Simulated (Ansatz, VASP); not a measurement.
# SnO2 in VASP and in Ansatz

Contents of INCAR:

```
PREC     = Accurate       # precision mode
ENCUT    = 600            # plane-wave cutoff, eV
EDIFF    = 1E-6           # SCF threshold, eV
ISMEAR   = -1             # smearing method
SIGMA    = 0.05           # smearing width, eV
LREAL    = F              # projectors in reciprocal space
LASPH    = T              # aspherical terms in the spheres
NELM     = 120            # most SCF steps
ALGO     = Normal         # electronic algorithm
ISIF     = 2              # what is computed and relaxed
LWAVE    = F              # write WAVECAR
LCHARG   = F              # write CHGCAR
GGA      = LIBXC          # functional
LIBXC1   = GGA_X_B88    
LIBXC2   = GGA_C_PBE    
NBANDS   = 35             # bands
GGA_COMPAT= F
```

File KPOINTS:

```
regular mesh
0
Gamma
  6 6 8
```

POSCAR

```
SnO2
1.0
    4.7380000000      0.0000000000      0.0000000000
    0.0000000000      4.7380000000      0.0000000000
    0.0000000000      0.0000000000      3.1865000000
Sn O
2 4
Direct
    0.5000000000      0.5000000000      0.5000000000
    0.0000000000      0.0000000000      0.0000000000
    0.8071000000      0.1929000000      0.5000000000
    0.6929000000      0.6929000000      0.0000000000
    0.1929000000      0.8071000000      0.5000000000
    0.3071000000      0.3071000000      0.0000000000
```

Contents of input.yaml:

```yaml
crystal:
  lattice:
    - [4.738, 0.0, 0.0]
    - [0.0, 4.738, 0.0]
    - [0.0, 0.0, 3.1865]
  atoms:
    - { symbol: Sn, position: [0.5, 0.5, 0.5] }
    - { symbol: Sn, position: [0.0, 0.0, 0.0] }
    - { symbol: O, position: [0.8071, 0.1929, 0.5] }
    - { symbol: O, position: [0.6929, 0.6929, 0.0] }
    - { symbol: O, position: [0.1929, 0.8071, 0.5] }
    - { symbol: O, position: [0.3071, 0.3071, 0.0] }
hamiltonian:
  xc: { exchange: b88, correlation: pbe }
  pseudopotentials: { kind: paw }
kpoints:
  mp_grid: { grid: [6, 6, 8] }
  band_path:
    path:
      - [[0.0, 0.0, 0.0], [0.0, 0.5, 0.0], [0.5, 0.5, 0.0], [0.0, 0.0, 0.0], [0.0, 0.0, 0.5], [0.0, 0.5, 0.5], [0.5, 0.5, 0.5], [0.0, 0.0, 0.5]]
      - [[0.0, 0.5, 0.0], [0.0, 0.5, 0.5]]
      - [[0.5, 0.5, 0.0], [0.5, 0.5, 0.5]]
    npoints: 14
scf:
  occupations: { method: fermi_dirac, width: 0.05 }
  n_extra_bands: 15
output:
  forces: true
  stress: true
  eigenvalues: true
  fatbands: false
```

Alike in both runs: functional b88 exchange, pbe correlation; k mesh 6 × 6 × 8; occupations fermi-dirac, width 0.05 eV; no spin polarisation.

```csv
,VASP,Ansatz
version,VASP 6.6.1,Ansatz 0.2.0
potentials or method,"VASP PAW PBE potentials, release 64 (Sn_d, O)",Ansatz PAW
plane-wave cutoff (eV),600,420
valence electrons in the cell,52,52
task,single point,band structure
```

|  | VASP | Ansatz | Ansatz less VASP |
| --- | --- | --- | --- |
| gap on the k mesh at the Fermi level (eV) | 1.27 | 1.28 | +0.008 |
| least direct gap on the mesh (eV) | 1.27 | 1.28 | +0.008 |
| pressure (GPa) | 11.1 | 10.6 | -0.49 |
| traceless stress, the component that is largest in VASP (GPa) | 2.05 | 1.83 | -0.216 |
| rms of the force components (eV/Å) | 0.136 | 0.128 | -0.0084 |

VASP's potentials were made for PBE, not for b88 exchange, pbe correlation. Atom by atom the forces differ by 0.008 eV/Å (rms over components).
